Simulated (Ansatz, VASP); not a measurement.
## V: VASP beside Ansatz

INCAR

```
SYSTEM = V
PREC = Accurate
ENCUT = 520
EDIFF = 1E-6
ISMEAR = -1
SIGMA = 0.1
LREAL = .False.
LASPH = .True.
NELM = 100
ALGO = Normal
ISIF = 2
LWAVE = .False.
LCHARG = .False.
GGA = B5
ALDAX = 1.0
AGGAX = 1.0
AGGAC = 1.0
ALDAC = 0.0
NBANDS = 12
```

Contents of KPOINTS:

```
regular mesh
0
Gamma
  14 14 14
  0 0 0
```

File POSCAR:

```
V
1.0
    2.4429852183      0.0000000000      0.0000000000
    0.0000000000      2.4429852183      0.0000000000
    0.0000000000      0.0000000000      2.4429852183
V
1
Direct
    0.0000000000      0.0000000000      0.0000000000
```

Input for Ansatz:

```yaml
crystal:
  lattice:
    - [2.4429852183, 0.0, 0.0]
    - [0.0, 2.4429852183, 0.0]
    - [0.0, 0.0, 2.4429852183]
  atoms:
    - { symbol: V, position: [0.0, 0.0, 0.0] }
hamiltonian:
  xc: blyp
  pseudopotentials:
    kind: paw
    azcp:
      V: "pseudopotentials/V.paw.azcp"
basis:
  ecutwfc: 420
  fft_grid_basis: typed
kpoints:
  mp_grid: { grid: [14, 14, 14], shift: [0, 0, 0] }
magnetization:
  spin_polarized: false
scf:
  occupations: { method: fermi_dirac, width: 0.1 }
  lower_state_search: "off"
output:
  stress: true
  write_density: true
  write_potential: true
  elf: true
  volumetric_format: npy
```

Alike in both runs: task single point; functional BLYP; k mesh 14 × 14 × 14; occupations fermi-dirac, width 0.1 eV; no spin polarisation.

|  | VASP | Ansatz |
| --- | --- | --- |
| version | VASP 6.6.1 | Ansatz 0.2.0 |
| potentials or method | VASP PAW PBE potentials, release 64 (V_sv), cutoff 520 eV | plane waves (420 eV) with PAW, scalar-relativistic |
| valence electrons in the cell | 13 | 13 |

```csv
,VASP,Ansatz,Ansatz less VASP
pressure (GPa),6.4,6.1,-0.36
```

VASP's potentials were made for PBE, not for BLYP. The functional is the same, so the differences come from potentials, cutoffs and numerics.
